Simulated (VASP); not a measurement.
# Rh (P6_3/mmc) in VASP: a series of runs

Runs on Rh. Level: PBE. Tasks: single point.

Program: VASP 6.6.1. These are calculated values, not measurements. Logs are shortened: lines on timing, memory, paths and dates and some standing lists are left out, and cuts for length are marked.

**1. The cell of the first run**

The structure is hexagonal, space group P6_3/mmc (No. 194). The conventional cell has a = 2.589 Å, b = 2.589 Å, c = 4.666 Å, α = 90.00°, β = 90.00°, γ = 120.00°. Within 3.4 Å of Rh (site symmetry -6m2) lie 12 Rh at 2.59 to 2.77 Å.

**2. Single point, PBE**

Input file INCAR:

```
SYSTEM = Rh
PREC     = Accurate       ! precision mode
ENCUT    = 520            ! plane-wave cutoff, eV
EDIFF    = 1E-7           ! SCF threshold, eV
ISMEAR   = 0              ! smearing method
SIGMA    = 0.15           ! smearing width, eV
LREAL    = .False.        ! projectors in reciprocal space
LASPH    = .True.         ! aspherical terms in the spheres
NELM     = 100            ! most SCF steps
ALGO     = Fast           ! electronic algorithm
ISIF     = 2              ! what is computed and relaxed
LWAVE    = .False.        ! write WAVECAR
LCHARG   = .False.        ! write CHGCAR
GGA      = PE             ! functional
NBANDS   = 22             ! bands
```

Input file KPOINTS:

```
Automatic mesh
0
Gamma
  18 18 10
  0 0 0
```

Input file POSCAR:

```
Rh
1.0
    2.5886000000      0.0000000000      0.0000000000
   -1.2943000000      2.2417933602      0.0000000000
    0.0000000000      0.0000000000      4.6658000000
Rh
2
Direct
    0.6666666667      0.3333333333      0.7500000000
    0.3333333333      0.6666666667      0.2500000000
```

Potentials or basis: VASP PAW PBE potentials, release 64 (Rh_pv).

Launch:

```
$ cat potpaw_PBE.64/Rh_pv/POTCAR > POTCAR
$ mpirun -np 1 vasp_std > vasp.out
```

OUTCAR:

```text
SYSTEM = Rh
   PREC = Accurate
   ENCUT = 520
   EDIFF = 1E-7
   ISMEAR = 0
   LREAL = .False.
   LASPH = .True.
   NELM = 100
   ISIF = 2
   GGA = PE

 ion  position               nearest neighbor table
   1  0.667  0.333  0.750-   2 2.77   2 2.77   2 2.77   2 2.77   2 2.77   2 2.77
   2  0.333  0.667  0.250-   1 2.77   1 2.77   1 2.77   1 2.77   1 2.77   1 2.77

  LATTYP: Found a hexagonal cell.
 ALAT       =     2.5886000000
 C/A-ratio  =     1.8024414742

  Lattice vectors:

 A1 = (   2.5886000000,   0.0000000000,   0.0000000000)
 A2 = (  -1.2943000000,   2.2417933602,   0.0000000000)
 A3 = (   0.0000000000,   0.0000000000,   4.6658000000)

Analysis of symmetry for initial positions (statically):
[... 35 lines left out ...]
                                     Primitive cell

  volume of cell :      27.0761

  direct lattice vectors                    reciprocal lattice vectors
     2.588600000  0.000000000  0.000000000     0.386309202  0.223035722  0.000000000
    -1.294300000  2.241793360  0.000000000     0.000000000  0.446071443  0.000000000
     0.000000000  0.000000000  4.665800000     0.000000000  0.000000000  0.214325518

  length of vectors
     2.588600000  2.588600000  4.665800000     0.446071443  0.446071443  0.214325518

  position of ions in fractional coordinates (direct lattice)
     0.666666667  0.333333333  0.750000000
     0.333333333  0.666666667  0.250000000

  ion indices of the primitive-cell ions
   primitive index   ion index
                 1           1
                 2           2

----------------------------------------------------------------------------------------

 KPOINTS: Automatic mesh

Automatic generation of k-mesh.
 Grid dimensions read from file:
 generate k-points for:   18   18   10

 Generating k-lattice:

  Cartesian coordinates                     Fractional coordinates (reciprocal lattice)
     0.021461622  0.012390873  0.000000000     0.055555556  0.000000000  0.000000000
     0.000000000  0.024781747  0.000000000     0.000000000  0.055555556  0.000000000
     0.000000000  0.000000000  0.021432552     0.000000000  0.000000000  0.100000000

  Length of vectors
     0.024781747  0.024781747  0.021432552

  Shift w.r.t. Gamma in fractional coordinates (k-lattice)
     0.000000000  0.000000000  0.000000000

 Subroutine IBZKPT returns following result:
 ===========================================

 Found    222 irreducible k-points:

 Following reciprocal coordinates:
            Coordinates               Weight
  0.000000  0.000000  0.000000      1.000000
  0.055556 -0.000000  0.000000      6.000000
  0.111111 -0.000000  0.000000      6.000000
  0.166667 -0.000000  0.000000      6.000000
  0.222222 -0.000000  0.000000      6.000000
  0.277778 -0.000000  0.000000      6.000000
[... 16 lines left out ...]
  0.333333  0.111111  0.000000     12.000000
  0.388889  0.111111  0.000000     12.000000
 [... further k-points ...]
   k-points           NKPTS =    222   k-points in BZ     NKDIM =    222   number of bands    NBANDS=     22
   number of dos      NEDOS =    301   number of ions     NIONS =      2
   total plane-waves  NPLWV =  14400
   dimension x,y,z NGX =    20 NGY =   20 NGZ =   36
   dimension x,y,z NGXF=    40 NGYF=   40 NGZF=   72
   ions per type =               2
   NGX,Y,Z   is equivalent  to a cutoff of  12.84, 12.84, 12.83 a.u.
   NGXF,Y,Z  is equivalent  to a cutoff of  25.69, 25.69, 25.65 a.u.
 SYSTEM =  Rh
   PREC   = accura    normal or accurate (medium, high low for compatibility)
   ISTART =      0    job   : 0-new  1-cont  2-samecut
   ICHARG =      2    charge: 1-file 2-atom 10-const
   ISPIN  =      1    spin polarized calculation?
   LNONCOLLINEAR =      F non collinear calculations
   LSORBIT =      F    spin-orbit coupling
   LASPH  =      T    aspherical Exc in radial PAW
   ENCUT  =  520.0 eV  38.22 Ry    6.18 a.u.   4.81  4.81  8.68*2*pi/ulx,y,z
   NELM   =    100;   NELMIN=  2; NELMDL= -5     # of ELM steps
   EDIFF  = 0.1E-06   stopping-criterion for ELM
   LREAL  =      F    real-space projection
   EDIFFG = 0.1E-05   stopping-criterion for IOM
   NSW    =      0    number of steps for IOM
   IBRION =     -1    ionic relax: 0-MD 1-quasi-New 2-CG
   NFREE  =      0    steps in history (QN), initial steepest desc. (CG)
   ISIF   =      2    stress and relaxation
   ISYM   =      2    0-nonsym 1-usesym 2-fastsym
   POTIM  = 0.5000    time-step for ionic-motion
   TEBEG  =    0.0;   TEEND  =   0.0 temperature during run
   PSTRESS=    0.0 pullay stress
   NELECT =      30.0000    total number of electrons
   NUPDOWN=      -1.0000    fix difference up-down
   EMIN   =  10.00;   EMAX   =-10.00  energy-range for DOS
   EFERMI =   0.00;   METHOD = LEGACY
   ISMEAR =     0;   SIGMA  =   0.15  broadening in eV -4-tet -1-fermi 0-gaus
   EFERMI_NEDOS =   21; number of points for ismear=-14 and -15
   IALGO  =     68    algorithm
   IMIX   =      4    mixing-type and parameters
     AMIX     =   0.40;   BMIX     =  1.00
     AMIX_MAG =   1.60;   BMIX_MAG =  1.00
  volume/ion in A,a.u.               =      13.54        91.36
  Fermi-wavevector in a.u.,A,eV,Ry     =   1.694025  3.201242 39.044900  2.869719
  Thomas-Fermi vector in A             =   2.775324
   LORBIT       =      0    0 simple, 1 ext, 2 COOP (PROOUT), +10 PAW based schemes
   GGA     = PE    functional components
   LHFCALC =     F    Hartree Fock is set to
   AEXX    =    0.0000 exact exchange contribution
   IVDW    =     0    specifies the selected vdW correction
   LEPSILON=     F    determine dielectric tensor
   LRPA    =     F    only Hartree local field effects (RPA)
 non-spin polarized calculation
 RMM-DIIS sequential band-by-band and
 Gauss-broadening in eV      SIGMA  =   0.15
  energy-cutoff  :      520.00
  volume of cell :       27.08
 maximum number of plane-waves:       744
 NGX is ok and might be reduce to    20

 number of electron      30.0000008 magnetization

 Free energy of the ion-electron system (eV)
  ---------------------------------------------------
  ext. energy  EPLUGINS =         0.00000000
  ---------------------------------------------------
  free energy    TOTEN  =       -14.20916352 eV

  energy without entropy =      -14.17458235  energy(sigma->0) =      -14.19187294

 E-fermi :  12.1925     XC(G=0): -14.1179

 val. band max:       12.1897080724   @ k =   0.3333   0.0000   0.0000
 cond. band min:      12.1950718827   @ k =   0.3889  -0.0000   0.2000
 fundamental gap:      0.0053638102
 Fermi energy:        12.1924781864

 k-point     1 :       0.0000    0.0000    0.0000
  band No.  band energies     occupation
      1     -34.7923      2.00000
      2     -34.2255      2.00000
      3     -34.2255      2.00000
      4     -34.2062      2.00000
      5     -34.1669      2.00000
      6     -34.1669      2.00000
[... 14 lines left out ...]
     21      28.8277      0.00000
     22      30.9284      0.00000

 k-point     2 :       0.0556   -0.0000    0.0000
  band No.  band energies     occupation
      1     -34.7849      2.00000
      2     -34.2506      2.00000
      3     -34.2323      2.00000
      4     -34.2067      2.00000
      5     -34.1924      2.00000
      6     -34.1719      2.00000
[... 14 lines left out ...]
     21      29.0055      0.00000
     22      31.1065      0.00000

 k-point     3 :       0.1111   -0.0000    0.0000
  band No.  band energies     occupation
      1     -34.7631      2.00000
      2     -34.3230      2.00000
      3     -34.2655      2.00000
      4     -34.2519      2.00000
      5     -34.2086      2.00000
      6     -34.1863      2.00000
[... 14 lines left out ...]
     21      29.5181      0.00000
     22      31.4912      0.00000

 k-point     4 :       0.1667   -0.0000    0.0000
  band No.  band energies     occupation
      1     -34.7287      2.00000
      2     -34.4335      2.00000
      3     -34.3759      2.00000
      4     -34.2815      2.00000
      5     -34.2125      2.00000
      6     -34.2088      2.00000
[... 14 lines left out ...]
     21      30.1942      0.00000
     22      31.7541      0.00000

 k-point     5 :       0.2222   -0.0000    0.0000
  band No.  band energies     occupation
      1     -34.6842      2.00000
      2     -34.5683      2.00000
      3     -34.5089      2.00000
      4     -34.3171      2.00000
      5     -34.2366      2.00000
      6     -34.2194      2.00000
[... 14 lines left out ...]
     21      30.0676      0.00000
     22      31.6595      0.00000

 k-point     6 :       0.2778   -0.0000    0.0000
  band No.  band energies     occupation
      1     -34.7108      2.00000
      2     -34.6477      2.00000
      3     -34.6333      2.00000
      4     -34.3545      2.00000
      5     -34.2666      2.00000
      6     -34.2302      2.00000
[... 14 lines left out ...]
     21      29.0316      0.00000
     22      30.2447      0.00000

 k-point     7 :       0.3333    0.0000    0.0000
  band No.  band energies     occupation
      1     -34.8437      2.00000
      2     -34.7759      2.00000
      3     -34.5803      2.00000
      4     -34.3892      2.00000
      5     -34.2948      2.00000
      6     -34.2454      2.00000
[... 324 lines left out ...]
      6     -34.2228      2.00000
[... 14 lines left out ...]
     21      29.1619      0.00000
     22      30.2918      0.00000

 k-point    21 :       0.2222    0.1111    0.0000
  band No.  band energies     occupation
      1     -34.7159      2.00000
      2     -34.6754      2.00000
      3     -34.6169      2.00000
      4     -34.3850      2.00000
      5     -34.3118      2.00000
      6     -34.2344      2.00000
[... 14 lines left out ...]
     21      28.1612      0.00000
     22      29.2550      0.00000

 k-point    22 :       0.2778    0.1111    0.0000
  band No.  band energies     occupation
      1     -34.8347      2.00000
      2     -34.7804      2.00000
      3     -34.5654      2.00000
      4     -34.4309      2.00000
      5     -34.3472      2.00000
      6     -34.2503      2.00000
[... 14 lines left out ...]
     21      27.1345      0.00000
     22      28.3235      0.00000

 k-point    23 :       0.3333    0.1111    0.0000
  band No.  band energies     occupation
      1     -34.9309      2.00000
      2     -34.8651      2.00000
      3     -34.5167      2.00000
      4     -34.4682      2.00000
      5     -34.3759      2.00000
      6     -34.2699      2.00000
[... 14 lines left out ...]
     21      26.2051      0.00000
     22      27.4884      0.00000

 k-point    24 :       0.3889    0.1111    0.0000
  band No.  band energies     occupation
      1     -34.9932      2.00000
      2     -34.9200      2.00000
      3     -34.4924      2.00000
      4     -34.4786      2.00000
      5     -34.3946      2.00000
      6     -34.2891      2.00000
[... 14 lines left out ...]
     21      25.5181      0.00000
     22      26.7886      0.00000

 [... further k-points ...]
[... 5 lines left out ...]
  --------------------------------------------------------------------------------------
  -------------------------------------------------------------------------------------
  Total        4.5663866      4.5663866     -1.4269776      0.0000000      0.0000000      0.0000000
  in kB      270.2070093    270.2070093    -84.4386150      0.0000000      0.0000000      0.0000000
  external PRESSURE =     151.9918012 kB  Pullay stress =       0.0000000 kB

 VOLUME and BASIS-vectors are now :
 -----------------------------------------------------------------------------
  energy-cutoff  :      520.00
  volume of cell :       27.08
      direct lattice vectors                 reciprocal lattice vectors
     2.588600000  0.000000000  0.000000000     0.386309202  0.223035722  0.000000000
    -1.294300000  2.241793360  0.000000000     0.000000000  0.446071443  0.000000000
     0.000000000  0.000000000  4.665800000     0.000000000  0.000000000  0.214325518

 POSITION                                       TOTAL-FORCE (eV/Angst)
 -----------------------------------------------------------------------------------
      1.29430      0.74726      3.49935         0.000000     -0.000000      0.000000
     -0.00000      1.49453      1.16645        -0.000000      0.000000      0.000000
 -----------------------------------------------------------------------------------
    total drift:                                0.000000     -0.000000      0.000000

  FREE ENERGIE OF THE ION-ELECTRON SYSTEM (eV)
  ---------------------------------------------------
  free  energy   TOTEN  =       -14.2091635239 eV

  energy  without entropy=      -14.1745823507  energy(sigma->0) =      -14.19187294
```

Wall time 63 s (1 thread of Intel Xeon Platinum 8559C (Emerald Rapids), shared host); peak memory 0.21 GiB.

Results:

| Item | Value |
| --- | --- |
| Free energy | -14.2092 eV |
| Pressure | 15.2 GPa |
| Band gap on the k mesh | zero (band 15 reaches 13.35 eV, above the bottom of band 16 at 10.63 eV) |

Stress tensor (GPa, compression positive):
```
27.02  0.00  0.00
 0.00 27.02  0.00
 0.00  0.00 -8.44
```

**3. Single point, PBE**

This run uses another cell than the first one, of the same volume but with other edges.

Input file INCAR:

```
PREC     = Accurate       # precision mode
ENCUT    = 520            # plane-wave cutoff, eV
EDIFF    = 1E-7           # SCF threshold, eV
ISMEAR   = 0              # smearing method
SIGMA    = 0.15           # smearing width, eV
LREAL    = False          # projectors in reciprocal space
LASPH    = True           # aspherical terms in the spheres
NELM     = 60             # most SCF steps
ALGO     = Fast           # electronic algorithm
ISIF     = 2              # what is computed and relaxed
LWAVE    = False          # write WAVECAR
LCHARG   = False          # write CHGCAR
GGA      = PE             # functional
NBANDS   = 22             # bands
```

Input file KPOINTS:

```
Automatic mesh
0
Gamma
  18 18 10
```

Input file POSCAR:

```
Rh
1.0
    2.6704000000      0.0000000000      0.0000000000
   -1.3352000000      2.3126342383      0.0000000000
    0.0000000000      0.0000000000      4.3851186776
Rh
2
Direct
    0.6666666667      0.3333333333      0.7500000000
    0.3333333333      0.6666666667      0.2500000000
```

Potentials or basis: VASP PAW PBE potentials, release 64 (Rh_pv).

Launch:

```
$ cat potpaw_PBE.64/Rh_pv/POTCAR > POTCAR
$ mpirun -np 1 vasp_std > vasp.out
```

Wall time 72 s (1 thread of Intel Xeon Platinum 8559C (Emerald Rapids), shared host); peak memory 0.21 GiB.

It converged, with:

| Property | Result |
| --- | --- |
| Free energy | -14.4159 eV |
| Pressure | 11.6 GPa |
| Band gap on the k mesh | zero (band 15 reaches 12.97 eV, above the bottom of band 16 at 10.44 eV) |

Stress tensor (GPa, compression positive):
```
13.38  0.00  0.00
 0.00 13.38  0.00
 0.00  0.00  7.94
```

Levels at points of the mesh, in eV from the Fermi level:
| k point | band 13 | band 14 | band 15 | band 16 | band 17 | band 18 |
| --- | --- | --- | --- | --- | --- | --- |
| (0.00, 0.00, 0.00) | -2.59 | -1.84 | -1.84 | 0.15 | 0.15 | 0.56 |
| (0.50, 0.00, 0.00) | -2.15 | 0.52 | 0.61 | 0.81 | 3.13 | 5.29 |
| (0.00, 0.00, 0.50) | -3.18 | -3.18 | -0.44 | -0.44 | -0.44 | -0.44 |
| (0.50, 0.00, 0.50) | -0.31 | -0.31 | 0.70 | 0.70 | 2.73 | 2.73 |
